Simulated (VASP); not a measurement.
Runs of VASP 6.6.1 on Ni. The structure is that of space group P6_3/mmc (No. 194), or close to it. The cells are those of the table. This isn't the form of Ni at room conditions, which is fcc.

| task | cell | k mesh | cutoff (eV) | gap on the mesh (eV) | pressure (GPa) |
| --- | --- | --- | --- | --- | --- |
| relaxation of cell and atoms | relaxed from a = 2.492, b = 2.492, c = 4.069 Å, angles 90.0, 90.0, 120.0°, 2 atoms | 14 × 14 × 8 | 600 | none | 0.0 |
| single point | a = 2.416, b = 2.416, c = 3.973 Å, angles 90.0, 90.0, 120.0°, 2 atoms | 24 × 24 × 13 | 520 | none | -0.1 |
| single point | a = 2.384, b = 2.384, c = 3.919 Å, angles 90.0, 90.0, 120.0°, 2 atoms | 17 × 17 × 9 | 520 | none | (a) |
| single point | a = 2.416, b = 2.416, c = 3.973 Å, angles 90.0, 90.0, 120.0°, 2 atoms | 14 × 14 × 8 | 520 | none | -0.1 |
| single point | a = 2.479, b = 2.479, c = 4.076 Å, angles 90.0, 90.0, 120.0°, 2 atoms | 17 × 17 × 9 | 520 | none | -16.0 |

Alike in all rows: level LDA; potentials or basis VASP PAW LDA potentials, release 64 (Ni); no spin polarisation; smearing fermi-dirac 0.1 eV.

Q: Estimate the missing entries.

A: (a) 11.1.

Caveats: the run has no spin polarisation, though such a crystal can be magnetic; the cell stands under pressure (at least some runs); the cell stands under tension (at least some runs).

A gap of «none» marks levels without a gap at the run's occupations.
